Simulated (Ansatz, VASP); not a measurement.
**One calculation of AlFe3, two programs**

Contents of INCAR:

```
SYSTEM = AlFe3
PREC = Accurate
ENCUT = 520
EDIFF = 1E-7
ISMEAR = -1
SIGMA = 0.1
LREAL = .False.
LASPH = .True.
NELM = 150
ALGO = Normal
ISIF = 2
LWAVE = .False.
LCHARG = .False.
ISPIN = 2
MAGMOM = 0 2.4 2.4 2.4
LORBIT = 11
LMAXMIX = 4
NBANDS = 26
```

File KPOINTS:

```
Automatic mesh
0
Gamma
  6 6 6
  0 0 0
```

POSCAR

```
AlFe3
1.0
    3.7338590178      0.0000000000      0.0000000000
    0.0000000000      3.7338590178      0.0000000000
    0.0000000000      0.0000000000      3.7338590178
Al Fe
1 3
Direct
    0.0000000000      0.0000000000      0.0000000000
    0.0000000000      0.5000000000      0.5000000000
    0.5000000000      0.0000000000      0.5000000000
    0.5000000000      0.5000000000      0.0000000000
```

Input for Ansatz:

```yaml
crystal:
  lattice:
    - [3.7338590177886215, 0.0, 0.0]
    - [0.0, 3.7338590177886215, 0.0]
    - [0.0, 0.0, 3.7338590177886215]
  atoms:
    - { symbol: Al, position: [0.0, 0.0, 0.0] }
    - { symbol: Fe, position: [0.0, 0.5, 0.5], spin: 2.4 }
    - { symbol: Fe, position: [0.5, 0.0, 0.5], spin: 2.4 }
    - { symbol: Fe, position: [0.5, 0.5, 0.0], spin: 2.4 }
basis:
  ecutwfc: 550.0
kpoints:
  mp_grid:
    grid: [6, 6, 6]
hamiltonian:
  xc: lda
  pseudopotentials:
    kind: paw
magnetization:
  spin_polarized: true
scf:
  occupations:
    method: fermi_dirac
```

Alike in both runs: task single point; functional LDA; k mesh 6 × 6 × 6; collinear spin.

|  | VASP | Ansatz |
| --- | --- | --- |
| version | VASP 6.6.1 | Ansatz 0.2.0 |
| potentials or method | VASP PAW LDA potentials, release 64 (Al, Fe), cutoff 520 eV | plane waves, PAW |
| occupations | fermi-dirac, width 0.1 eV | fermi-dirac |
| valence electrons in the cell | 27 | 51 |

```tsv
	VASP	Ansatz	Ansatz less VASP
net moment per atom (μB)	1.70	1.72	+0.022
size of the moment on the site where the two differ most (μB)	2.28	2.34	+0.061
```

LDA's correlation is that of Perdew and Zunger in VASP and of Perdew and Wang (1992) in Ansatz. Site moments also hang on the region over which each program counts them. VASP's potentials hold 27 valence electrons a cell and Ansatz's 51, so a difference there can come from the potentials and not from the codes.
